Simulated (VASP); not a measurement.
Set up this calculation in VASP 6.6.1, as the native input.

```yaml
Task: single point
Functional: PBEsol
Potentials_or_basis: VASP PAW PBE potentials, release 64 (Zr_sv)
Cutoff: 520 eV
k_mesh: 7 × 7 × 4
Occupations: fermi-dirac, width 0.05 eV
Spin: no spin polarisation
Dipole_correction: no
Further_INCAR_settings: ALGO = Normal; EDIFF = 1e-06; NBANDS = 19
```

The structure of Zr lies in POSCAR:

```
Zr
1.0
    3.2320000000      0.0000000000      0.0000000000
   -1.6160000000      2.7989941050      0.0000000000
    0.0000000000      0.0000000000      5.1470000000
Zr
2
Direct
    0.6666666667      0.3333333333      0.7500000000
    0.3333333333      0.6666666667      0.2500000000
```

The input as run:

INCAR

```
ALGO = Normal
EDIFF = 1E-6
ENCUT = 520
GGA = PS
ISIF = 2
ISMEAR = -1
LASPH = True
LCHARG = False
LREAL = False
LWAVE = False
NBANDS = 19
NELM = 80
PREC = Accurate
SIGMA = 0.05
```

KPOINTS

```
k-points
0
Gamma
  7 7 4
```

Potentials or basis: VASP PAW PBE potentials, release 64 (Zr_sv).

Launch:

```sh
$ cat potpaw_PBE.64/Zr_sv/POTCAR > POTCAR
$ mpirun -np 1 vasp_std > vasp.out
```

It gave:

```json
{"Pressure": "-3.2 GPa", "Band gap on the k mesh": "zero (bands 12 and 13 overlap by 0.91 eV)"}
```

Caveat: the cell stands under tension; the PAW data sets were made with another functional, which shifts forces and pressure a little.

It took 8.7 s on 1 thread of Intel(R) Xeon(R) Platinum 8488C (Sapphire Rapids), with other jobs on the host, peak memory 0.16 GiB.
